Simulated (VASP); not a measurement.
# Si (Fmmm) in VASP: notebook

Si is run at these levels: PBE+D3(BJ); tasks: single point.

All numbers are computed with VASP 6.6.1; they aren't measurements. Logs are shortened: lines on timing, memory, paths and dates and some standing lists are left out, and cuts for length are marked.

### 1 The cell of the first run

The structure is orthorhombic, space group Fmmm (No. 69). The conventional cell has a = 2.619 Å, b = 4.452 Å, c = 4.710 Å, α = 90.00°, β = 90.00°, γ = 90.00°. Si (site symmetry mmm) has 14 Si at 2.58 to 3.24 Å within 3.4 Å.

### 2 Single point, PBE+D3(BJ) (strain +0.0562 x Voigt [0, 0, 0, 0, 0, 1])

File INCAR:

```
PREC = Accurate
ENCUT = 520
EDIFF = 1E-7
ISMEAR = 0
SIGMA = 0.15
LREAL = F
LASPH = T
NELM = 60
ALGO = Normal
ISIF = 2
LWAVE = F
LCHARG = T
GGA = PE
IVDW = 12
LELF = T
LVHAR = T
NBANDS = 8
```

File KPOINTS:

```
regular mesh
0
Gamma
  30 30 30
```

File POSCAR:

```
Si
1.0
   -1.5740520467      1.5740520467      1.3095711304
    1.5740520467     -1.5740520467      1.3095711304
    1.6650714159      1.6650714159     -1.3095711304
Si
1
Direct
    0.0000000000      0.0000000000      0.0000000000
```

Potentials or basis: VASP PAW PBE potentials, release 64 (Si).

The run is started by

```
> cat potpaw_PBE.64/Si/POTCAR > POTCAR
> mpirun -np 1 vasp_std > vasp.out
```

OUTCAR:

```text
PREC = Accurate
   ENCUT = 520
   EDIFF = 1E-7
   ISMEAR = 0
   LREAL = F
   LASPH = T
   NELM = 60
   ISIF = 2
   GGA = PE
   IVDW = 12
 IVDW          = 12

 ion  position               nearest neighbor table
   1  0.000  0.000  0.000-

  LATTYP: Found a face centered orthorhombic cell.
 ALAT       =     2.6191422608
 B/A-ratio  =     1.6998280587
 C/A-ratio  =     1.7981204106

  Lattice vectors:

 A1 = (   3.2391234626,   0.0910193692,   0.0000000000)
 A2 = (   1.6650714159,   1.6650714159,   1.3095711304)
 A3 = (   1.5740520467,  -1.5740520467,   1.3095711304)

Analysis of symmetry for initial positions (statically):
=====================================================================
 Subroutine PRICEL returns:
 Original cell was already a primitive cell.

 Routine SETGRP: Setting up the symmetry group for a
 face centered orthorhombic supercell.

 Subroutine GETGRP returns: Found  8 space group operations
 (whereof  8 operations were pure point group operations)
 out of a pool of  8 trial point group operations.

The static configuration has the point symmetry D_2h.

Analysis of symmetry for dynamics (positions and initial velocities):
=====================================================================
 Subroutine PRICEL returns:
 Original cell was already a primitive cell.

 Routine SETGRP: Setting up the symmetry group for a
 face centered orthorhombic supercell.

 Subroutine GETGRP returns: Found  8 space group operations
 (whereof  8 operations were pure point group operations)
 out of a pool of  8 trial point group operations.

The dynamic configuration has the point symmetry D_2h.

 Subroutine INISYM returns: Found  8 space group operations
 (whereof  8 operations are pure point group operations),
 and found     1 'primitive' translations

----------------------------------------------------------------------------------------

                                     Primitive cell

  volume of cell :      13.7291

  direct lattice vectors                    reciprocal lattice vectors
    -1.574052047  1.574052047  1.309571130    -0.008682042  0.308969462  0.381804385
     1.574052047 -1.574052047  1.309571130     0.308969462 -0.008682042  0.381804385
     1.665071416  1.665071416 -1.309571130     0.300287420  0.300287420  0.000000000

  length of vectors
     2.582683921  2.582683921  2.694420566     0.491235274  0.491235274  0.424670542

  position of ions in fractional coordinates (direct lattice)
     0.000000000  0.000000000  0.000000000

  ion indices of the primitive-cell ions
   primitive index   ion index
                 1           1

----------------------------------------------------------------------------------------

 KPOINTS: regular mesh

Automatic generation of k-mesh.
 Grid dimensions read from file:
 generate k-points for:   30   30   30

 Generating k-lattice:

  Cartesian coordinates                     Fractional coordinates (reciprocal lattice)
    -0.000289401  0.010298982  0.012726813     0.033333333 -0.000000000  0.000000000
     0.010298982 -0.000289401  0.012726813    -0.000000000  0.033333333  0.000000000
     0.010009581  0.010009581  0.000000000     0.000000000  0.000000000  0.033333333

  Length of vectors
     0.016374509  0.016374509  0.014155685

  Shift w.r.t. Gamma in fractional coordinates (k-lattice)
     0.000000000  0.000000000  0.000000000

 Subroutine IBZKPT returns following result:
 ===========================================

 Found   3736 irreducible k-points:

 Following reciprocal coordinates:
            Coordinates               Weight
  0.000000  0.000000  0.000000      1.000000
  0.033333  0.000000 -0.000000      8.000000
  0.066667  0.000000 -0.000000      8.000000
  0.100000  0.000000  0.000000      8.000000
  0.133333  0.000000  0.000000      8.000000
  0.166667  0.000000  0.000000      8.000000
[... 16 lines left out ...]
  0.233333  0.033333  0.000000      8.000000
  0.266667  0.033333 -0.000000      8.000000
 [... further k-points ...]
   k-points           NKPTS =   3736   k-points in BZ     NKDIM =   3736   number of bands    NBANDS=      8
   number of dos      NEDOS =    301   number of ions     NIONS =      1
   total plane-waves  NPLWV =   8000
   dimension x,y,z NGX =    20 NGY =   20 NGZ =   20
   dimension x,y,z NGXF=    40 NGYF=   40 NGZF=   40
   ions per type =               1
   NGX,Y,Z   is equivalent  to a cutoff of  12.87, 12.87, 12.34 a.u.
   NGXF,Y,Z  is equivalent  to a cutoff of  25.75, 25.75, 24.68 a.u.
 SYSTEM =  unknown system
   PREC   = accura    normal or accurate (medium, high low for compatibility)
   ISTART =      0    job   : 0-new  1-cont  2-samecut
   ICHARG =      2    charge: 1-file 2-atom 10-const
   ISPIN  =      1    spin polarized calculation?
   LNONCOLLINEAR =      F non collinear calculations
   LSORBIT =      F    spin-orbit coupling
   LASPH  =      T    aspherical Exc in radial PAW
   ENCUT  =  520.0 eV  38.22 Ry    6.18 a.u.   4.80  4.80  5.01*2*pi/ulx,y,z
   NELM   =     60;   NELMIN=  2; NELMDL= -5     # of ELM steps
   EDIFF  = 0.1E-06   stopping-criterion for ELM
   LREAL  =      F    real-space projection
   EDIFFG = 0.1E-05   stopping-criterion for IOM
   NSW    =      0    number of steps for IOM
   IBRION =     -1    ionic relax: 0-MD 1-quasi-New 2-CG
   NFREE  =      0    steps in history (QN), initial steepest desc. (CG)
   ISIF   =      2    stress and relaxation
   ISYM   =      2    0-nonsym 1-usesym 2-fastsym
   POTIM  = 0.5000    time-step for ionic-motion
   TEBEG  =    0.0;   TEEND  =   0.0 temperature during run
   PSTRESS=    0.0 pullay stress
   NELECT =       4.0000    total number of electrons
   NUPDOWN=      -1.0000    fix difference up-down
   EMIN   =  10.00;   EMAX   =-10.00  energy-range for DOS
   EFERMI =   0.00;   METHOD = LEGACY
   ISMEAR =     0;   SIGMA  =   0.15  broadening in eV -4-tet -1-fermi 0-gaus
   EFERMI_NEDOS =   21; number of points for ismear=-14 and -15
   IALGO  =     38    algorithm
   IMIX   =      4    mixing-type and parameters
     AMIX     =   0.40;   BMIX     =  1.00
     AMIX_MAG =   1.60;   BMIX_MAG =  1.00
  volume/ion in A,a.u.               =      13.73        92.65
  Fermi-wavevector in a.u.,A,eV,Ry     =   1.085295  2.050910 16.025830  1.177865
  Thomas-Fermi vector in A             =   2.221405
   LORBIT       =      0    0 simple, 1 ext, 2 COOP (PROOUT), +10 PAW based schemes
   GGA     = PE    functional components
   LHFCALC =     F    Hartree Fock is set to
   AEXX    =    0.0000 exact exchange contribution
   IVDW    =    12    specifies the selected vdW correction
   LEPSILON=     F    determine dielectric tensor
   LRPA    =     F    only Hartree local field effects (RPA)
 non-spin polarized calculation
 Gauss-broadening in eV      SIGMA  =   0.15
  energy-cutoff  :      520.00
  volume of cell :       13.73
 maximum number of plane-waves:       381
   NGX =  9   NGY =  9   NGZ =  9

 number of electron       4.0000000 magnetization

 Free energy of the ion-electron system (eV)
  ---------------------------------------------------
  ext. energy  EPLUGINS =         0.00000000
  ---------------------------------------------------
  free energy    TOTEN  =        -4.92116727 eV

  energy without entropy =       -4.91629477  energy(sigma->0) =       -4.91873102

 E-fermi :  10.8130     XC(G=0): -11.3948

 val. band max:       10.8127296040   @ k =  -0.2333  -0.2333   0.0333
 cond. band min:      10.8131713999   @ k =  -0.0333   0.3000   0.2000
 fundamental gap:      0.0004417958
 Fermi energy:        10.8129735997

 k-point     1 :       0.0000    0.0000    0.0000
  band No.  band energies     occupation
      1      -4.1009      2.00000
      2      19.8060      0.00000
      3      20.0954      0.00000
      4      22.4879      0.00000
      5      24.1975      0.00000
      6      25.1287      0.00000
      7      25.7616      0.00000
      8      26.7633      0.00000

 k-point     2 :       0.0333    0.0000   -0.0000
  band No.  band energies     occupation
      1      -4.0619      2.00000
      2      19.2881      0.00000
      3      20.5488      0.00000
      4      22.3855      0.00000
      5      23.9239      0.00000
      6      25.2157      0.00000
      7      25.7541      0.00000
      8      26.5420      0.00000

 k-point     3 :       0.0667    0.0000   -0.0000
  band No.  band energies     occupation
      1      -3.9450      2.00000
      2      18.6650      0.00000
      3      20.8292      0.00000
      4      22.2977      0.00000
      5      23.0538      0.00000
      6      25.5132      0.00000
      7      25.6505      0.00000
      8      26.1734      0.00000

 k-point     4 :       0.1000    0.0000    0.0000
  band No.  band energies     occupation
      1      -3.7503      2.00000
      2      18.0790      0.00000
      3      20.6363      0.00000
      4      21.6212      0.00000
      5      22.6430      0.00000
      6      25.0963      0.00000
      7      25.6081      0.00000
      8      26.5874      0.00000

 k-point     5 :       0.1333    0.0000    0.0000
  band No.  band energies     occupation
      1      -3.4781      2.00000
      2      17.5456      0.00000
      3      20.0095      0.00000
      4      20.4127      0.00000
      5      22.5366      0.00000
      6      24.7576      0.00000
      7      25.5480      0.00000
      8      27.4349      0.00000
[... 177 lines left out ...]
 k-point    22 :       0.2000    0.0333   -0.0000
  band No.  band energies     occupation
      1      -2.3935      2.00000
      2      16.0515      0.00000
      3      16.3648      0.00000
      4      19.5589      0.00000
      5      20.8624      0.00000
      6      23.2638      0.00000
      7      27.5442      0.00000
      8      27.6527      0.00000

 k-point    23 :       0.2333    0.0333    0.0000
  band No.  band energies     occupation
      1      -1.8468      2.00000
      2      14.5298      0.00000
      3      16.0348      0.00000
      4      18.9911      0.00000
      5      20.3465      0.00000
      6      22.6732      0.00000
      7      27.5670      0.00000
      8      28.8268      0.00000

 k-point    24 :       0.2667    0.0333   -0.0000
  band No.  band energies     occupation
      1      -1.2247      2.00000
      2      13.0107      0.00000
      3      15.7990      0.00000
      4      18.4441      0.00000
      5      19.8872      0.00000
      6      22.1347      0.00000
      7      27.6391      0.00000
      8      30.1083      0.00000

 [... further k-points ...]

------------------------ aborting loop because EDIFF is reached ----------------------------------------

 Edisp (eV)   -0.45285

 E8    (eV) :    -0.1853

  FORCE on cell =-STRESS in cart. coord.  units (eV):
  Direction    XX          YY          ZZ          XY          YZ          ZX
  --------------------------------------------------------------------------------------
  -------------------------------------------------------------------------------------
  Total       0.03764     0.03764     0.00599    -0.29076     0.00000     0.00000
  in kB       4.39235     4.39235     0.69915   -33.93102     0.00000     0.00000
  external pressure =        3.16 kB  Pullay stress =        0.00 kB

 VOLUME and BASIS-vectors are now :
 -----------------------------------------------------------------------------
  energy-cutoff  :      520.00
  volume of cell :       13.73
      direct lattice vectors                 reciprocal lattice vectors
    -1.574052047  1.574052047  1.309571130    -0.008682042  0.308969462  0.381804385
     1.574052047 -1.574052047  1.309571130     0.308969462 -0.008682042  0.381804385
     1.665071416  1.665071416 -1.309571130     0.300287420  0.300287420  0.000000000

 POSITION                                       TOTAL-FORCE (eV/Angst)
 -----------------------------------------------------------------------------------
      0.00000      0.00000      0.00000         0.000000      0.000000      0.000000
 -----------------------------------------------------------------------------------
    total drift:                                0.000000      0.000000     -0.000000

  FREE ENERGIE OF THE ION-ELECTRON SYSTEM (eV)
  ---------------------------------------------------
  free  energy   TOTEN  =        -5.3740179833 eV

  energy  without entropy=       -5.3691454902  energy(sigma->0) =       -5.37158174
```

Wall time 2.6 min (1 thread of Intel Xeon 6975P-C (Granite Rapids), shared host); peak memory 0.42 GiB.

What came out:

* Free energy: -5.3740 eV
* Pressure: 0.3 GPa
* Band gap on the k mesh: zero (bands 2 and 3 overlap by 12.82 eV)
* Dispersion energy per atom: -0.453 eV

Stress tensor (GPa, compression positive):
```
 0.44 -3.39  0.00
-3.39  0.44  0.00
 0.00  0.00  0.07
```

Levels at points of the mesh, in eV from the Fermi level:
| k point | band 1 | band 2 | band 3 | band 4 | band 5 | band 6 | band 7 |
| --- | --- | --- | --- | --- | --- | --- | --- |
| (0.00, 0.00, 0.00) | -14.91 | 8.99 | 9.28 | 11.67 | 13.38 | 14.32 | 14.95 |
| (0.50, 0.00, 0.00) | -6.56 | -6.08 | 4.72 | 6.19 | 6.95 | 9.60 | 19.01 |
| (0.50, 0.50, 0.00) | -8.02 | -7.40 | 8.79 | 11.35 | 11.59 | 11.64 | 16.26 |
| (0.00, 0.00, 0.50) | -9.21 | -7.66 | 9.88 | 11.63 | 12.50 | 12.58 | 18.64 |
| (0.50, 0.50, 0.50) | -2.84 | -2.03 | -1.42 | 1.11 | 4.35 | 6.76 | 24.58 |

Caveat: the cell differs from its parent crystal (strain +0.0562 x Voigt [0, 0, 0, 0, 0, 1]).

### 3 Single point, PBE+D3(BJ) (strain +0.0187 x Voigt [0, 0, 0, 0, 0, 1])

File INCAR:

```
SYSTEM = Si
ALGO = Normal
EDIFF = 1E-6
ENCUT = 520
GGA = PE
ISIF = 2
ISMEAR = 0
IVDW = 12
LASPH = .TRUE.
LCHARG = .TRUE.
LELF = .TRUE.
LREAL = .FALSE.
LVHAR = .TRUE.
LWAVE = .FALSE.
NBANDS = 8
NELM = 80
PREC = Accurate
SIGMA = 0.15
```

File KPOINTS:

```
k-points
0
G
  30 30 30
  0 0 0
```

File POSCAR:

```
Si
1.0
   -1.6044188291      1.6044188291      1.3095711304
    1.6044188291     -1.6044188291      1.3095711304
    1.6347046335      1.6347046335     -1.3095711304
Si
1
Direct
    0.0000000000      0.0000000000      0.0000000000
```

Potentials or basis: VASP PAW PBE potentials, release 64 (Si).

The run is started by

```
> cat potpaw_PBE.64/Si/POTCAR > POTCAR
> mpirun -np 1 vasp_std > vasp.out
```

Wall time 2.1 min (1 thread of Intel Xeon 6975P-C (Granite Rapids), shared host); peak memory 0.43 GiB.

The run converged. Its results:

```yaml
Free_energy: -5.3819 eV
Pressure: -0.1 GPa
Band_gap_on_the_k_mesh: zero (bands 2 and 3 overlap by 13.50 eV)
Dispersion_energy_per_atom: -0.452 eV
```

Stress tensor (GPa, compression positive):
```
 0.02 -1.38  0.00
-1.38  0.02  0.00
 0.00  0.00 -0.22
```

Levels at points of the mesh, in eV from the Fermi level:
```csv
k point,band 1,band 2,band 3,band 4,band 5,band 6,band 7
"(0.00, 0.00, 0.00)",-14.90,9.54,9.87,10.76,13.08,14.29,15.27
"(0.50, 0.00, 0.00)",-6.55,-6.08,4.89,6.28,6.71,9.47,18.96
"(0.50, 0.50, 0.00)",-8.43,-7.49,9.15,11.64,11.74,11.89,17.01
"(0.00, 0.00, 0.50)",-8.82,-7.58,9.51,11.64,12.15,12.19,17.80
"(0.50, 0.50, 0.50)",-2.59,-2.32,-1.45,1.09,4.36,6.77,25.28
```

Caveat: the cell differs from its parent crystal (strain +0.0187 x Voigt [0, 0, 0, 0, 0, 1]).
